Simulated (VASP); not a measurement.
## LuTa2: single point with PBE

The system is LuTa2.

```xyz
3
Lattice="5.1179 0.0000 0.0000 -2.5589 4.4322 0.0000 0.0000 0.0000 2.8664" Properties=species:S:1:pos:R:3 pbc="T T T"
Lu    0.0000    0.0000    0.0000
Ta    0.0000    2.9548    0.0000
Ta    2.5589    1.4774    0.0000
```

The cell was generated, and may not be a known phase.

```json
{
 "Program": "VASP 6.6.1",
 "Task": "single point",
 "Functional": "PBE",
 "Potentials or basis": "VASP PAW PBE potentials, release 64 (Lu, Ta_pv)",
 "Cutoff": "520 eV",
 "k mesh": "12 × 12 × 16",
 "Occupations": "gaussian, width 0.1 eV",
 "Spin": "no spin polarisation"
}
```

```yaml
Pressure: 0.3 GPa
Band_gap_on_the_k_mesh: zero (an odd number of electrons rules out a gap without spin polarisation)
```

Levels at points of the mesh, in eV from the Fermi level:
```csv
k point,band 19,band 20,band 21,band 22,band 23,band 24,band 25,band 26,band 27,band 28
"(0.00, 0.00, 0.00)",-2.32,-1.96,-0.98,-0.98,-0.89,-0.89,-0.56,1.33,1.33,2.76
"(0.50, 0.00, 0.00)",-4.55,-3.68,-1.57,-1.41,-1.26,-0.49,-0.10,0.80,2.21,2.95
"(0.00, 0.00, 0.50)",-2.10,-2.10,-1.52,-1.52,-0.45,0.81,0.81,0.90,0.90,2.73
"(0.50, 0.00, 0.50)",-2.51,-2.28,-2.10,-1.34,-0.69,-0.21,0.79,1.08,1.87,2.44
```

Run time: 6.1 min on 1 thread of Intel(R) Xeon(R) 6975P-C (Granite Rapids) (shared host), peak memory 0.47 GiB.

Caveat: spin-orbit coupling is left out, which moves the levels of the heavy elements.
